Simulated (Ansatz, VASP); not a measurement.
One calculation of CdO, two programs

```
Cd O
1.0
     3.31714    0.00000    0.00000
     0.00000    3.31714    0.00000
     0.00000    0.00000    4.69115
Cd O
2 2
Direct
  0.00000 0.00000 0.00000
  0.50000 0.50000 0.50000
  0.50000 0.50000 0.00000
  0.00000 0.00000 0.50000
```

Alike in both runs: task single point; functional PBEsol; k mesh 6 × 6 × 4; occupations gaussian, width 0.1 eV; no spin polarisation.

|  | VASP | Ansatz |
| --- | --- | --- |
| version | VASP 6.6.1 | Ansatz 0.2.0 |
| potentials or method | VASP PAW PBE potentials, release 64 (Cd, O), cutoff 600 eV | scalar-relativistic, plane waves, PAW |
| valence electrons in the cell | 36 | 52 |

|  | VASP | Ansatz | Ansatz less VASP |
| --- | --- | --- | --- |
| gap on the k mesh at the Fermi level (eV) | none | none | - |
| pressure (GPa) | 1.3 | 0.0 | -1.29 |

VASP's potentials were made for PBE, not for PBEsol, and Ansatz warns of the same on its side. A gap of «none» marks a metal or a gap that the smearing closes. The functional is the same, so the differences come from potentials, cutoffs and numerics. VASP's potentials hold 36 valence electrons a cell and Ansatz's 52, so a difference there can come from the potentials and not from the codes.
